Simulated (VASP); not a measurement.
Crystal: Tb3InOs.

```
Tb In Os
1.0
     5.78853    0.00000    0.00000
    -2.89427    5.01302    0.00000
     0.00000    0.00000    9.66311
Tb In Os
6 2 2
Direct
  0.46415 0.00000 0.25000
  0.00000 0.46415 0.25000
  0.53585 0.53585 0.25000
  0.53585 0.00000 0.75000
  0.00000 0.53585 0.75000
  0.46415 0.46415 0.75000
  0.00000 0.00000 0.00000
  0.00000 0.00000 0.50000
  0.00000 0.00000 0.25000
  0.00000 0.00000 0.75000
```

The cell was generated, and may not be a known phase.

* Program: VASP 6.6.1
* Task: relaxation of cell and atoms
* Functional: PBE
* Potentials or basis: VASP PAW PBE potentials, release 64 (Tb_3, In_d, Os), 4f in core
* Cutoff: 600 eV
* k mesh: 3 × 3 × 2
* Occupations: gaussian, width 0.1 eV
* Spin: no spin polarisation

At the start: pressure 12.5 GPa; volume 28.04 Å³/atom.

Problem. How do energy, volume and symmetry change on relaxing?

Solution. Over 19 steps the energy falls by 187.9 meV/atom and the volume is 34.19 Å³/atom (+21.9 %); space group P6_3/mcm (No. 193, to 0.1 Å) before and after.

The path:
```csv
step,energy change (eV),largest force (eV/Å),pressure (GPa),volume (Å³)
1,0.0000,0.2994,12.50,280.40
2,-1.0403,0.2637,-4.61,378.76
3,-1.8123,0.0791,0.03,333.39
4,-1.8121,0.0734,0.20,332.28
5,-1.8199,0.1019,0.09,333.33
6,-1.8200,0.1059,0.08,333.46
7,-1.8238,0.1091,-0.03,334.46
8,-1.8318,0.1192,-0.33,337.44
9,-1.8348,0.1331,-0.87,343.47
10,-1.8357,0.1300,-0.70,341.40
11,-1.8366,0.1294,-0.70,341.47
12,-1.8392,0.1275,-0.69,341.68
13,-1.8444,0.1224,-0.68,342.10
14,-1.8539,0.1063,-0.64,342.94
15,-1.8674,0.0483,-0.54,344.64
16,-1.8516,0.1382,-0.19,348.03
17,-1.8696,0.0067,-0.48,345.47
18,-1.8756,0.0018,-0.30,344.06
19,-1.8794,0.0059,0.00,341.87
```

Final structure:
```yaml
crystal:
  lattice:
    - [6.19196, 0.00000, 0.00000]
    - [-3.09598, 5.36239, 0.00000]
    - [0.00000, 0.00000, 10.29621]
  atoms:
    - { symbol: Tb, position: [0.44492, 0.00000, 0.25000] }
    - { symbol: Tb, position: [0.00000, 0.44492, 0.25000] }
    - { symbol: Tb, position: [0.55508, 0.55508, 0.25000] }
    - { symbol: Tb, position: [0.55508, 0.00000, 0.75000] }
    - { symbol: Tb, position: [0.00000, 0.55508, 0.75000] }
    - { symbol: Tb, position: [0.44492, 0.44492, 0.75000] }
    - { symbol: In, position: [0.00000, 0.00000, 0.00000] }
    - { symbol: In, position: [0.00000, 0.00000, 0.50000] }
    - { symbol: Os, position: [0.00000, 0.00000, 0.25000] }
    - { symbol: Os, position: [0.00000, 0.00000, 0.75000] }
```

Caveat: the k points lie up to 0.39 Å⁻¹ apart in the final cell, too coarse for converged energies and pressures of a metal; the volume moved by over 15 % at a fixed basis, so the end points are rough.
